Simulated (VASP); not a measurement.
# AlGa2P3 (I-4m2) in VASP: notebook

The runs below take AlGa2P3 through single point, with PBE.

Program: VASP 6.6.1. These are calculated values, not measurements. Logs are shortened: lines on timing, memory, paths and dates and some standing lists are left out, and cuts for length are marked.

**1. The cell of the first run**

It takes space group I-4m2 (No. 119, tetragonal). The conventional cell has a = 3.971 Å, b = 3.971 Å, c = 16.837 Å, α = 90.00°, β = 90.00°, γ = 90.00°. Within 3.2 Å of Al (site symmetry -4m2) lie 4 P at 2.43 Å. Within 3.2 Å of Ga (site symmetry 2mm) lie 4 P at 2.43 to 2.44 Å. P (site symmetry 2mm) has 2 Al at 2.43 Å and 2 Ga at 2.44 Å within 3.2 Å. Within 3.2 Å of P (site symmetry -4m2) lie 4 Ga at 2.43 Å.

**2. Single point, PBE (22.13 Å³/atom)**

The input, INCAR:

```
SYSTEM = AlGa2P3
PREC = Accurate ; ENCUT = 520
EDIFF = 1E-6 ; ISMEAR = 0
SIGMA = 0.02 ; LREAL = .FALSE.
LASPH = .TRUE. ; NELM = 100
ALGO = Normal ; ISIF = 2
LWAVE = .FALSE. ; LCHARG = .TRUE.
GGA = PE ; LELF = .TRUE.
LVHAR = .TRUE. ; NBANDS = 31
```

The input, KPOINTS:

```
Automatic mesh
0
G
  10 10 10
  0 0 0
```

The input, POSCAR:

```
AlGa2P3
1.0
   -1.9856539329      1.9856539329      8.4185228588
    1.9856539329     -1.9856539329      8.4185228588
    1.9856539329      1.9856539329     -8.4185228588
Al Ga P
1 2 3
Direct
    0.5000000000      0.5000000000      0.0000000000
    0.8334029876      0.8334029876      0.0000000000
    0.1665970124      0.1665970124      0.0000000000
    0.4172075281      0.9172075281      0.5000000000
    0.0827924719      0.5827924719      0.5000000000
    0.7500000000      0.2500000000      0.5000000000
```

Potentials or basis: VASP PAW PBE potentials, release 64 (Al, Ga_d, P).

Run with:

```bash
$ cat potpaw_PBE.64/Al/POTCAR potpaw_PBE.64/Ga_d/POTCAR potpaw_PBE.64/P/POTCAR > POTCAR
$ mpirun -np 1 vasp_std > vasp.out
```

OUTCAR:

```text
SYSTEM = AlGa2P3
   PREC = Accurate
   ENCUT = 520
   EDIFF = 1E-6
   ISMEAR = 0
   LREAL = .FALSE.
   LASPH = .TRUE.
   NELM = 100
   ISIF = 2
   GGA = PE

 ion  position               nearest neighbor table
   1  0.500  0.500  0.000-   5 2.43   4 2.43   5 2.43   4 2.43
   2  0.833  0.833  0.000-   6 2.43   6 2.43   4 2.44   4 2.44
   3  0.167  0.167  0.000-   6 2.43   6 2.43   5 2.44   5 2.44
   4  0.417  0.917  0.500-   1 2.43   1 2.43   2 2.44   2 2.44
   5  0.083  0.583  0.500-   1 2.43   1 2.43   3 2.44   3 2.44
   6  0.750  0.250  0.500-   2 2.43   3 2.43   2 2.43   3 2.43

  LATTYP: Found a body centered tetragonal cell.
 ALAT       =     3.9713078658
 C/A-ratio  =     4.2396727442

  Lattice vectors:

 A1 = (  -1.9856539329,   1.9856539329,   8.4185228588)
 A2 = (   1.9856539329,  -1.9856539329,   8.4185228588)
 A3 = (   1.9856539329,   1.9856539329,  -8.4185228588)

Analysis of symmetry for initial positions (statically):
=====================================================================
 Subroutine PRICEL returns:
 Original cell was already a primitive cell.

 Routine SETGRP: Setting up the symmetry group for a
 body centered tetragonal supercell.

 Subroutine GETGRP returns: Found  8 space group operations
 (whereof  8 operations were pure point group operations)
 out of a pool of 16 trial point group operations.

The static configuration has the point symmetry D_2d.

Analysis of symmetry for dynamics (positions and initial velocities):
=====================================================================
 Subroutine PRICEL returns:
 Original cell was already a primitive cell.

 Routine SETGRP: Setting up the symmetry group for a
 body centered tetragonal supercell.

 Subroutine GETGRP returns: Found  8 space group operations
 (whereof  8 operations were pure point group operations)
 out of a pool of 16 trial point group operations.

The dynamic configuration has the point symmetry D_2d.

 Subroutine INISYM returns: Found  8 space group operations
 (whereof  8 operations are pure point group operations),
 and found     1 'primitive' translations

----------------------------------------------------------------------------------------

                                     Primitive cell

[... 98 lines left out ...]
   EDIFF  = 0.1E-05   stopping-criterion for ELM
   LREAL  =      F    real-space projection
   EDIFFG = 0.1E-04   stopping-criterion for IOM
   NSW    =      0    number of steps for IOM
   IBRION =     -1    ionic relax: 0-MD 1-quasi-New 2-CG
   NFREE  =      0    steps in history (QN), initial steepest desc. (CG)
   ISIF   =      2    stress and relaxation
   ISYM   =      2    0-nonsym 1-usesym 2-fastsym
   POTIM  = 0.5000    time-step for ionic-motion
   TEBEG  =    0.0;   TEEND  =   0.0 temperature during run
   PSTRESS=    0.0 pullay stress
   NELECT =      44.0000    total number of electrons
   NUPDOWN=      -1.0000    fix difference up-down
   EMIN   =  10.00;   EMAX   =-10.00  energy-range for DOS
   EFERMI =   0.00;   METHOD = LEGACY
   ISMEAR =     0;   SIGMA  =   0.02  broadening in eV -4-tet -1-fermi 0-gaus
   EFERMI_NEDOS =   21; number of points for ismear=-14 and -15
   IALGO  =     38    algorithm
   IMIX   =      4    mixing-type and parameters
     AMIX     =   0.40;   BMIX     =  1.00
     AMIX_MAG =   1.60;   BMIX_MAG =  1.00
  volume/ion in A,a.u.               =      22.13       149.33
  Fermi-wavevector in a.u.,A,eV,Ry     =   1.132900  2.140870 17.462551  1.283461
  Thomas-Fermi vector in A             =   2.269601
   LORBIT       =      0    0 simple, 1 ext, 2 COOP (PROOUT), +10 PAW based schemes
   GGA     = PE    functional components
   LHFCALC =     F    Hartree Fock is set to
   AEXX    =    0.0000 exact exchange contribution
   IVDW    =     0    specifies the selected vdW correction
   LEPSILON=     F    determine dielectric tensor
   LRPA    =     F    only Hartree local field effects (RPA)
 non-spin polarized calculation
 Gauss-broadening in eV      SIGMA  =   0.02
  energy-cutoff  :      520.00
  volume of cell :      132.77
 maximum number of plane-waves:      3679
 NGX is ok and might be reduce to    70
   NGX = 33   NGY = 33   NGZ = 33

 number of electron      43.9999996 magnetization

 Free energy of the ion-electron system (eV)
  ---------------------------------------------------
  ext. energy  EPLUGINS =         0.00000000
  ---------------------------------------------------
  free energy    TOTEN  =       -28.52102223 eV

  energy without entropy =      -28.52102223  energy(sigma->0) =      -28.52102223

 E-fermi :   3.8904     XC(G=0):  -9.2511

 val. band max:        3.8012414047   @ k =   0.0000   0.0000   0.0000
 cond. band min:       5.2645362838   @ k =   0.0000   0.0000   0.0000
 fundamental gap:      1.4632948791
 Fermi energy:         3.8903829915

 k-point     1 :       0.0000    0.0000    0.0000
  band No.  band energies     occupation
      1     -10.5696      2.00000
      2     -10.5254      2.00000
      3     -10.4922      2.00000
      4     -10.4922      2.00000
      5     -10.4685      2.00000
      6     -10.4685      2.00000
[... 805 lines left out ...]
     30      10.0330      0.00000
     31      10.7308      0.00000

 [... further k-points ...]

------------------------ aborting loop because EDIFF is reached ----------------------------------------

  FORCE on cell =-STRESS in cart. coord.  units (eV):
  Direction    XX          YY          ZZ          XY          YZ          ZX
  --------------------------------------------------------------------------------------
  -------------------------------------------------------------------------------------
  Total       -3.3515522     -3.3515522     -3.3540428      0.0000000      0.0000000      0.0000000
  in kB      -40.4439498    -40.4439498    -40.4740048      0.0000000      0.0000000      0.0000000
  external PRESSURE =     -40.4539681 kB  Pullay stress =       0.0000000 kB

 VOLUME and BASIS-vectors are now :
 -----------------------------------------------------------------------------
  energy-cutoff  :      520.00
  volume of cell :      132.77
      direct lattice vectors                 reciprocal lattice vectors
    -1.985653933  1.985653933  8.418522859     0.000000000  0.251806214  0.059392842
     1.985653933 -1.985653933  8.418522859     0.251806214  0.000000000  0.059392842
     1.985653933  1.985653933 -8.418522859     0.251806214  0.251806214  0.000000000

 POSITION                                       TOTAL-FORCE (eV/Angst)
 -----------------------------------------------------------------------------------
      0.00000      0.00000      8.41852        -0.000000      0.000000     -0.000000
      0.00000      0.00000     14.03204        -0.000000      0.000000     -0.001935
      0.00000      0.00000      2.80500        -0.000000      0.000000      0.001935
      1.98565      0.00000      7.02454         0.000000     -0.000000      0.008359
      1.98565      0.00000      1.39398         0.000000     -0.000000     -0.008359
      0.00000      1.98565      4.20926        -0.000000      0.000000     -0.000000
 -----------------------------------------------------------------------------------
    total drift:                                0.000001     -0.000001      0.000000

  FREE ENERGIE OF THE ION-ELECTRON SYSTEM (eV)
  ---------------------------------------------------
  free  energy   TOTEN  =       -28.5210222343 eV

  energy  without entropy=      -28.5210222343  energy(sigma->0) =      -28.52102223
```

stdout:

```text
POSCAR found type information on POSCAR AlGaP
 POSCAR found :  3 types and       6 ions
 scaLAPACK will be used
 LDA part: xc-table for (Slater+PW92), standard interpolation
 POSCAR, INCAR and KPOINTS ok, starting setup
 FFT: planning ... GRIDC
 FFT: planning ... GRID_SOFT
 FFT: planning ... GRID
 WAVECAR not read
 entering main loop
```

Run time: 20 min. Hardware: 1 thread of AMD EPYC 9R45 (Zen 5), shared host; peak memory 0.88 GiB.

What came out:

```
Free energy            : -28.5210 eV
Pressure               : -4.0 GPa
Largest force          : 0.008 eV/Å
Band gap on the k mesh : 1.46 eV
```

Forces in eV/Å, atoms in the order of the input:
```
Al   0.000  0.000  0.000
Ga   0.000  0.000 -0.002
Ga   0.000  0.000  0.002
P    0.000  0.000  0.008
P    0.000  0.000 -0.008
P    0.000  0.000  0.000
```

Caveat: the cell stands under tension.

**3. Single point, PBE (22.96 Å³/atom)**

This run uses another cell than the first one, of 22.96 Å³/atom.

The input, INCAR:

```
SYSTEM = AlGa2P3
PREC     = Accurate       ! precision mode
ENCUT    = 520            ! plane-wave cutoff, eV
EDIFF    = 1E-6           ! SCF threshold, eV
ISMEAR   = 0              ! smearing method
SIGMA    = 0.02           ! smearing width, eV
LREAL    = .FALSE.        ! projectors in reciprocal space
LASPH    = .TRUE.         ! aspherical terms in the spheres
NELM     = 100            ! most SCF steps
ALGO     = Normal         ! electronic algorithm
ISIF     = 2              ! what is computed and relaxed
LWAVE    = .FALSE.        ! write WAVECAR
LCHARG   = .FALSE.        ! write CHGCAR
GGA      = PE             ! functional
NBANDS   = 31             ! bands
```

The input, KPOINTS:

```
regular mesh
0
G
  10 10 10
  0 0 0
```

The input, POSCAR:

```
AlGa2P3
1.0
   -2.0103094481      2.0103094481      8.5232260826
    2.0103094481     -2.0103094481      8.5232260826
    2.0103094481      2.0103094481     -8.5232260826
Al Ga P
1 2 3
Direct
    0.5000000000      0.5000000000      0.0000000000
    0.8334685251      0.8334685251      0.0000000000
    0.1665314749      0.1665314749      0.0000000000
    0.4173528127      0.9173528127      0.5000000000
    0.0826471873      0.5826471873      0.5000000000
    0.7500000000      0.2500000000      0.5000000000
```

Potentials or basis: VASP PAW PBE potentials, release 64 (Al, Ga_d, P).

Run with:

```bash
$ cat potpaw_PBE.64/Al/POTCAR potpaw_PBE.64/Ga_d/POTCAR potpaw_PBE.64/P/POTCAR > POTCAR
$ mpirun -np 1 vasp_std > vasp.out
```

It took 15 min on 1 thread of AMD EPYC 9R45 (Zen 5), shared host; peak memory 0.88 GiB.

Results (log left out):

```
Free energy            : -28.3625 eV
Pressure               : -6.1 GPa
Largest force          : 0.008 eV/Å
Band gap on the k mesh : 1.21 eV
```

Forces on the atoms (eV/Å):
```
Al   0.000  0.000  0.000
Ga   0.000  0.000 -0.002
Ga   0.000  0.000  0.002
P    0.000  0.000  0.008
P    0.000  0.000 -0.008
P    0.000  0.000  0.000
```

Levels at points of the mesh, in eV from the valence-band top:
```tsv
k point	band 18	band 19	band 20	band 21	band 22	band 23	band 24	band 25	band 26	band 27
(0.00, 0.00, 0.00)	-1.72	-1.72	-0.02	0.00	0.00	1.21	1.90	2.27	2.94	3.03
(0.50, 0.00, 0.00)	-2.22	-0.98	-0.88	-0.86	-0.83	1.57	2.72	3.11	4.64	4.71
(0.50, 0.50, 0.00)	-2.71	-2.60	-2.58	-2.13	-2.13	1.85	2.00	3.32	3.55	3.59
(0.50, 0.50, 0.50)	-1.86	-0.85	-0.85	-0.68	-0.68	1.84	2.02	2.65	3.15	3.49
```

Caveat: the cell stands under tension. A k mesh can miss the band edges.
